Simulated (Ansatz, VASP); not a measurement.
**C: VASP beside Ansatz**

INCAR

```
SYSTEM = C
  ALGO = Normal
  EDIFF = 1E-6
  ENCUT = 520
  GGA = PE
  ISIF = 2
  ISMEAR = 0
  LASPH = .TRUE.
  LCHARG = .FALSE.
  LREAL = .FALSE.
  LWAVE = .FALSE.
  NBANDS = 16
  NELM = 100
  PREC = Accurate
  SIGMA = 0.1
```

KPOINTS

```
k-points
0
G
  8 8 6
  0 0 0
```

File POSCAR:

```
C
1.0
    1.2234596300     -2.9201016100      0.0000000000
    1.2234596300      2.9201016100      0.0000000000
    0.0000000000      0.0000000000      3.4558927200
C
4
Direct
    0.5000000000      0.5000000000      0.7895990000
    0.5000000000      0.5000000000      0.2104010000
    0.3173019000      0.6826981000      0.5000000000
    0.6826981000      0.3173019000      0.5000000000
```

Input for Ansatz:

```yaml
crystal:
  lattice:
    - [1.22345963, -2.92010161, 0.0]
    - [1.22345963, 2.92010161, 0.0]
    - [0.0, 0.0, 3.45589272]
  atoms:
    - { symbol: C, position: [0.5, 0.5, 0.789599] }
    - { symbol: C, position: [0.5, 0.5, 0.210401] }
    - { symbol: C, position: [0.3173019, 0.6826981, 0.5] }
    - { symbol: C, position: [0.6826981, 0.3173019, 0.5] }
basis:
  ecutwfc: 420
kpoints:
  mp_grid: { grid: [8, 8, 6] }
hamiltonian:
  xc: pbe
scf:
  occupations: { method: gaussian, width: 0.1 }
  lower_state_search: "off"
output:
  forces: true
  stress: true
  eigenvalues: true
```

Alike in both runs: task single point; functional PBE; k mesh 8 × 8 × 6; occupations gaussian, width 0.1 eV; no spin polarisation.

|  | VASP | Ansatz |
| --- | --- | --- |
| version | VASP 6.6.1 | Ansatz 0.2.0 |
| potentials or method | VASP PAW PBE potentials, release 64 (C), cutoff 520 eV | scalar-relativistic, plane waves, PAW |
| valence electrons in the cell | 16 | 16 |

|  | VASP | Ansatz | Ansatz less VASP |
| --- | --- | --- | --- |
| gap on the k mesh at the Fermi level (eV) | none | none | - |
| rms of the force components (eV/Å) | 2.196 | 2.182 | -0.0141 |

Atom by atom the forces differ by 0.026 eV/Å (rms over components). A gap of «none» marks a metal or a gap that the smearing closes.
